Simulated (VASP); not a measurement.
# AlAu2 in VASP: notebook

Runs on AlAu2. Level: PBE. Tasks: single point.

Everything below comes from runs of VASP 6.6.1. Logs are shortened: lines on timing, memory, paths and dates and some standing lists are left out, and cuts for length are marked.

**1. The cell of the first run**

The cell holds a sheet with vacuum, 3 atoms: a = 2.899 Å, b = 2.899 Å, c = 29.234 Å, α = 90.00°, β = 90.00°, γ = 90.00°.

The cell was built from a structure type or drawn by symmetry, and may not be a known phase.

**2. Single point, PBE**

The input, INCAR:

```
PREC = Accurate
ENCUT = 520
EDIFF = 1E-6
ISMEAR = 0
SIGMA = 0.1
LREAL = F
LASPH = T
NELM = 60
ALGO = Normal
ISIF = 2
LWAVE = F
LCHARG = T
LDIPOL = T
IDIPOL = 3
DIPOL = 0.5 0.5 0.291
GGA = PE
LELF = T
LVHAR = T
LVACPOTAV = T
NBANDS = 20
```

The input, KPOINTS:

```
Automatic mesh
0
Gamma
  6 6 1
```

The input, POSCAR:

```
AlAu2
1.0
    2.8986398907      0.0000000000      0.0000000000
    0.0000000000      2.8986398907      0.0000000000
    0.0000000000      0.0000000000     29.2340921600
Al Au
1 2
Direct
    0.5000000000      0.5000000000      0.2907564207
    0.0000000000      0.0000000000      0.3500019770
    0.0000000000      0.0000000000      0.2315108645
```

Potentials or basis: VASP PAW PBE potentials, release 64 (Al, Au).

Run with:

```console
$ cat potpaw_PBE.64/Al/POTCAR potpaw_PBE.64/Au/POTCAR > POTCAR
$ mpirun -np 1 vasp_std > vasp.out
```

OUTCAR:

```text
PREC = Accurate
   ENCUT = 520
   EDIFF = 1E-6
   ISMEAR = 0
   LREAL = F
   LASPH = T
   NELM = 60
   ISIF = 2
   GGA = PE

 ion  position               nearest neighbor table
   1  0.500  0.500  0.291-   3 2.68   3 2.68   3 2.68   3 2.68   2 2.68   2 2.68   2 2.68   2 2.68

   2  0.000  0.000  0.350-   1 2.68   1 2.68   1 2.68   1 2.68   3 3.46
   3  0.000  0.000  0.232-   1 2.68   1 2.68   1 2.68   1 2.68   2 3.46

  LATTYP: Found a simple tetragonal cell.
 ALAT       =     2.8986398907
 C/A-ratio  =    10.0854515436

  Lattice vectors:

 A1 = (   2.8986398907,   0.0000000000,   0.0000000000)
 A2 = (   0.0000000000,   2.8986398907,   0.0000000000)
 A3 = (   0.0000000000,   0.0000000000,  29.2340921600)

Analysis of symmetry for initial positions (statically):
=====================================================================
 Subroutine PRICEL returns:
 Original cell was already a primitive cell.

 Routine SETGRP: Setting up the symmetry group for a
 simple tetragonal supercell.

 Subroutine GETGRP returns: Found 16 space group operations
 (whereof  8 operations were pure point group operations)
 out of a pool of 16 trial point group operations.

The static configuration has the point symmetry C_4v.
 The point group associated with its full space group is D_4h.

Analysis of symmetry for dynamics (positions and initial velocities):
=====================================================================
 Subroutine PRICEL returns:
 Original cell was already a primitive cell.

 Routine SETGRP: Setting up the symmetry group for a
 simple tetragonal supercell.

 Subroutine GETGRP returns: Found 16 space group operations
 (whereof  8 operations were pure point group operations)
 out of a pool of 16 trial point group operations.

The dynamic configuration has the point symmetry C_4v.
 The point group associated with its full space group is D_4h.

 Subroutine INISYM returns: Found 16 space group operations
 (whereof  8 operations are pure point group operations),
 and found     1 'primitive' translations

----------------------------------------------------------------------------------------

                                     Primitive cell

  volume of cell :     245.6282

  direct lattice vectors                    reciprocal lattice vectors
     2.898639891  0.000000000  0.000000000     0.344989387  0.000000000  0.000000000
     0.000000000  2.898639891  0.000000000     0.000000000  0.344989387  0.000000000
     0.000000000  0.000000000 29.234092160     0.000000000  0.000000000  0.034206638

  length of vectors
     2.898639891  2.898639891 29.234092160     0.344989387  0.344989387  0.034206638

  position of ions in fractional coordinates (direct lattice)
     0.500000000  0.500000000  0.290756421
     0.000000000  0.000000000  0.350001977
     0.000000000  0.000000000  0.231510865

  ion indices of the primitive-cell ions
   primitive index   ion index
                 1           1
                 2           2
                 3           3

----------------------------------------------------------------------------------------

 KPOINTS: Automatic mesh

Automatic generation of k-mesh.
 Grid dimensions read from file:
 generate k-points for:    6    6    1

 Generating k-lattice:

  Cartesian coordinates                     Fractional coordinates (reciprocal lattice)
     0.057498231  0.000000000  0.000000000     0.166666667  0.000000000  0.000000000
     0.000000000  0.057498231  0.000000000     0.000000000  0.166666667  0.000000000
     0.000000000  0.000000000  0.034206638     0.000000000  0.000000000  1.000000000

  Length of vectors
     0.057498231  0.057498231  0.034206638

  Shift w.r.t. Gamma in fractional coordinates (k-lattice)
     0.000000000  0.000000000  0.000000000

 Subroutine IBZKPT returns following result:
 ===========================================

 Found     10 irreducible k-points:

 Following reciprocal coordinates:
            Coordinates               Weight
  0.000000  0.000000  0.000000      1.000000
  0.166667  0.000000  0.000000      4.000000
  0.333333  0.000000  0.000000      4.000000
  0.500000  0.000000  0.000000      2.000000
  0.166667  0.166667  0.000000      4.000000
  0.333333  0.166667  0.000000      8.000000
  0.500000  0.166667  0.000000      4.000000
  0.333333  0.333333  0.000000      4.000000
  0.500000  0.333333  0.000000      4.000000
  0.500000  0.500000  0.000000      1.000000
   k-points           NKPTS =     10   k-points in BZ     NKDIM =     10   number of bands    NBANDS=     20
   number of dos      NEDOS =    301   number of ions     NIONS =      3
   total plane-waves  NPLWV = 129024
   dimension x,y,z NGX =    24 NGY =   24 NGZ =  224
   dimension x,y,z NGXF=    48 NGYF=   48 NGZF=  448
   ions per type =               1   2
   NGX,Y,Z   is equivalent  to a cutoff of  13.76, 13.76, 12.74 a.u.
   NGXF,Y,Z  is equivalent  to a cutoff of  27.53, 27.53, 25.48 a.u.
 SYSTEM =  unknown system
   PREC   = accura    normal or accurate (medium, high low for compatibility)
   ISTART =      0    job   : 0-new  1-cont  2-samecut
   ICHARG =      2    charge: 1-file 2-atom 10-const
   ISPIN  =      1    spin polarized calculation?
   LNONCOLLINEAR =      F non collinear calculations
   LSORBIT =      F    spin-orbit coupling
   LASPH  =      T    aspherical Exc in radial PAW
   ENCUT  =  520.0 eV  38.22 Ry    6.18 a.u.   5.39  5.39 54.36*2*pi/ulx,y,z
   NELM   =     60;   NELMIN=  2; NELMDL= -5     # of ELM steps
   EDIFF  = 0.1E-05   stopping-criterion for ELM
   LREAL  =      F    real-space projection
   EDIFFG = 0.1E-04   stopping-criterion for IOM
   NSW    =      0    number of steps for IOM
   IBRION =     -1    ionic relax: 0-MD 1-quasi-New 2-CG
   NFREE  =      0    steps in history (QN), initial steepest desc. (CG)
   ISIF   =      2    stress and relaxation
   ISYM   =      2    0-nonsym 1-usesym 2-fastsym
   POTIM  = 0.5000    time-step for ionic-motion
   TEBEG  =    0.0;   TEEND  =   0.0 temperature during run
   PSTRESS=    0.0 pullay stress
   NELECT =      25.0000    total number of electrons
   NUPDOWN=      -1.0000    fix difference up-down
   EMIN   =  10.00;   EMAX   =-10.00  energy-range for DOS
   EFERMI =   0.00;   METHOD = LEGACY
   ISMEAR =     0;   SIGMA  =   0.10  broadening in eV -4-tet -1-fermi 0-gaus
   EFERMI_NEDOS =   21; number of points for ismear=-14 and -15
   IALGO  =     38    algorithm
   IMIX   =      4    mixing-type and parameters
     AMIX     =   0.40;   BMIX     =  1.00
     AMIX_MAG =   1.60;   BMIX_MAG =  1.00
  volume/ion in A,a.u.               =      81.88       552.53
  Fermi-wavevector in a.u.,A,eV,Ry     =   0.764356  1.444423  7.949061  0.584239
  Thomas-Fermi vector in A             =   1.864239
   LORBIT       =      0    0 simple, 1 ext, 2 COOP (PROOUT), +10 PAW based schemes
   GGA     = PE    functional components
   LHFCALC =     F    Hartree Fock is set to
   AEXX    =    0.0000 exact exchange contribution
   IVDW    =     0    specifies the selected vdW correction
   LEPSILON=     F    determine dielectric tensor
   LRPA    =     F    only Hartree local field effects (RPA)
 non-spin polarized calculation
 Gauss-broadening in eV      SIGMA  =   0.10
  energy-cutoff  :      520.00
  volume of cell :      245.63
 maximum number of plane-waves:      6677
 NGX is ok and might be reduce to    24
   NGX = 11   NGY = 11   NGZ =109

 number of electron      25.0000002 magnetization

 dipolmoment           0.000000      0.000000     -0.000003 electrons x Angstroem

 Free energy of the ion-electron system (eV)
  ---------------------------------------------------
  ext. energy  EPLUGINS =         0.00000000
  ---------------------------------------------------
  free energy    TOTEN  =       -10.31196320 eV

  energy without entropy =      -10.30685355  energy(sigma->0) =      -10.30940837

 E-fermi :  -1.9511     XC(G=0):  -2.9864

 val. band max:       -1.9725249322   @ k =   0.5000   0.5000   0.0000
 cond. band min:      -1.7792998150   @ k =   0.5000   0.0000   0.0000
 fundamental gap:      0.1932251172
 Fermi energy:        -1.9511049552

 k-point     1 :       0.0000    0.0000    0.0000
  band No.  band energies     occupation
      1     -12.6994      2.00000
      2      -9.9691      2.00000
      3      -8.4436      2.00000
      4      -8.3233      2.00000
      5      -8.2779      2.00000
      6      -6.1625      2.00000
[... 12 lines left out ...]
     19       4.0004      0.00000
     20       4.9508      0.00000

 k-point     2 :       0.1667    0.0000    0.0000
  band No.  band energies     occupation
      1     -12.2211      2.00000
      2      -9.4113      2.00000
      3      -8.3165      2.00000
      4      -7.9668      2.00000
      5      -7.8573      2.00000
      6      -6.6968      2.00000
[... 12 lines left out ...]
     19       4.1457      0.00000
     20       4.4760      0.00000

 k-point     3 :       0.3333    0.0000    0.0000
  band No.  band energies     occupation
      1     -10.9989      2.00000
      2      -8.5813      2.00000
      3      -8.4784      2.00000
      4      -7.6417      2.00000
      5      -7.4243      2.00000
      6      -6.2037      2.00000
[... 12 lines left out ...]
     19       4.9590      0.00000
     20       5.1254      0.00000

 k-point     4 :       0.5000    0.0000    0.0000
  band No.  band energies     occupation
      1      -9.7743      2.00000
      2      -9.3154      2.00000
      3      -8.2850      2.00000
      4      -7.7127      2.00000
      5      -7.6533      2.00000
      6      -6.4391      2.00000
[... 12 lines left out ...]
     19       6.2853      0.00000
     20       6.9875      0.00000

 k-point     5 :       0.1667    0.1667    0.0000
  band No.  band energies     occupation
      1     -11.7611      2.00000
      2      -8.7972      2.00000
      3      -7.9223      2.00000
      4      -7.6926      2.00000
      5      -7.6912      2.00000
      6      -6.6087      2.00000
[... 12 lines left out ...]
     19       4.0147      0.00000
     20       4.6484      0.00000

 k-point     6 :       0.3333    0.1667    0.0000
  band No.  band energies     occupation
      1     -10.6102      2.00000
      2      -8.0802      2.00000
      3      -7.9724      2.00000
      4      -7.4265      2.00000
      5      -7.3026      2.00000
      6      -6.8460      2.00000
[... 12 lines left out ...]
     19       5.4210      0.00000
     20       5.4744      0.00000

 k-point     7 :       0.5000    0.1667    0.0000
  band No.  band energies     occupation
      1      -9.5656      2.00000
      2      -8.8407      2.00000
      3      -7.7004      2.00000
      4      -7.5256      2.00000
      5      -7.2775      2.00000
      6      -7.2017      2.00000
[... 12 lines left out ...]
     19       6.0698      0.00000
     20       6.1058      0.00000

 k-point     8 :       0.3333    0.3333    0.0000
  band No.  band energies     occupation
      1      -9.7446      2.00000
      2      -8.0296      2.00000
      3      -7.8989      2.00000
      4      -7.8109      2.00000
      5      -7.0228      2.00000
      6      -6.9798      2.00000
[... 12 lines left out ...]
     19       5.0617      0.00000
     20       6.4539      0.00000

 k-point     9 :       0.5000    0.3333    0.0000
  band No.  band energies     occupation
      1      -9.1429      2.00000
      2      -8.3032      2.00000
      3      -8.2801      2.00000
      4      -8.0557      2.00000
      5      -7.2747      2.00000
      6      -6.9314      2.00000
[... 12 lines left out ...]
     19       5.8157      0.00000
     20       6.0631      0.00000

 k-point    10 :       0.5000    0.5000    0.0000
  band No.  band energies     occupation
      1      -8.9954      2.00000
      2      -8.6304      2.00000
      3      -8.2812      2.00000
      4      -8.2812      2.00000
      5      -7.1891      2.00000
      6      -7.1891      2.00000
[... 12 lines left out ...]
     19       4.9218      0.00000
     20       6.1206      0.00000

------------------------ aborting loop because EDIFF is reached ----------------------------------------

  FORCE on cell =-STRESS in cart. coord.  units (eV):
  Direction    XX          YY          ZZ          XY          YZ          ZX
  --------------------------------------------------------------------------------------
  -------------------------------------------------------------------------------------
  Total       -0.0983373     -0.0983373     -0.0450243      0.0000000      0.0000000     -0.0000000
  in kB       -0.6414319     -0.6414319     -0.2936837      0.0000000      0.0000000     -0.0000000
  external PRESSURE =      -0.5255158 kB  Pullay stress =       0.0000000 kB

 VOLUME and BASIS-vectors are now :
 -----------------------------------------------------------------------------
  energy-cutoff  :      520.00
  volume of cell :      245.63
      direct lattice vectors                 reciprocal lattice vectors
     2.898639891  0.000000000  0.000000000     0.344989387  0.000000000  0.000000000
     0.000000000  2.898639891  0.000000000     0.000000000  0.344989387  0.000000000
     0.000000000  0.000000000 29.234092160     0.000000000  0.000000000  0.034206638

 POSITION                                       TOTAL-FORCE (eV/Angst)
 -----------------------------------------------------------------------------------
      1.44932      1.44932      8.50000        -0.000000      0.000000     -0.000000
      0.00000      0.00000     10.23199         0.000000      0.000000     -0.004770
      0.00000      0.00000      6.76801         0.000000      0.000000      0.004770
 -----------------------------------------------------------------------------------
    total drift:                               -0.000000     -0.000000      0.000001

  FREE ENERGIE OF THE ION-ELECTRON SYSTEM (eV)
  ---------------------------------------------------
  free  energy   TOTEN  =       -10.3119631987 eV

  energy  without entropy=      -10.3068535464  energy(sigma->0) =      -10.30940837

 vacuum level on the upper side and lower side of the slab         2.940         2.940
```

Run time: 26 s. Hardware: 1 thread of Intel Xeon 6975P-C (Granite Rapids), shared host; peak memory 0.35 GiB.

What came out:

```yaml
Free_energy: -10.3120 eV
Largest_force: 0.005 eV/Å
Band_gap_on_the_k_mesh: zero (an odd number of electrons rules out a gap without spin polarisation)
```

Forces in eV/Å, atoms in the order of the input:
```
Al   0.000  0.000  0.000
Au   0.000  0.000 -0.005
Au   0.000  0.000  0.005
```

Caveat: the k points lie up to 0.36 Å⁻¹ apart, too coarse for converged energies and pressures of a metal; spin-orbit coupling is left out, which moves the levels of the heavy elements.

**3. Single point, PBE**

The input, INCAR:

```
ALGO     = Normal         # electronic algorithm
DIPOL    = 0.5 0.5 0.291
EDIFF    = 1E-6           # SCF threshold, eV
ENCUT    = 520            # plane-wave cutoff, eV
GGA      = PE             # functional
IDIPOL   = 3            
ISIF     = 2              # what is computed and relaxed
ISMEAR   = 0              # smearing method
LASPH    = T              # aspherical terms in the spheres
LCHARG   = F              # write CHGCAR
LDIPOL   = T            
LREAL    = F              # projectors in reciprocal space
LWAVE    = F              # write WAVECAR
NBANDS   = 20             # bands
NELM     = 80             # most SCF steps
PREC     = Accurate       # precision mode
SIGMA    = 0.1            # smearing width, eV
```

The input, KPOINTS:

```
k-points
0
Gamma
  16 16 1
```

POSCAR is that of step 2.

Potentials or basis: VASP PAW PBE potentials, release 64 (Al, Au).

Run with:

```console
$ cat potpaw_PBE.64/Al/POTCAR potpaw_PBE.64/Au/POTCAR > POTCAR
$ mpirun -np 1 vasp_std > vasp.out
```

Wall time 92 s (1 thread of Intel Xeon 6975P-C (Granite Rapids), shared host); peak memory 0.46 GiB.

The run converged. Its results:

- Free energy: -10.3512 eV
- Largest force: 0.039 eV/Å
- Band gap on the k mesh: zero (an odd number of electrons rules out a gap without spin polarisation)

Forces in eV/Å, atoms in the order of the input:
```
Al   0.000  0.000  0.000
Au   0.000  0.000 -0.039
Au   0.000  0.000  0.039
```

Levels at points of the mesh, in eV from the Fermi level:
```tsv
k point	band 10	band 11	band 12	band 13	band 14	band 15	band 16	band 17
(0.00, 0.00, 0.00)	-3.87	-3.28	-3.25	-1.77	0.92	4.42	4.67	4.93
(0.50, 0.00, 0.00)	-3.67	-2.88	-1.71	-1.42	0.21	2.31	4.66	5.26
(0.50, 0.50, 0.00)	-2.29	-0.01	-0.01	1.51	2.07	2.92	2.92	4.69
```

Caveat: spin-orbit coupling is left out, which moves the levels of the heavy elements.
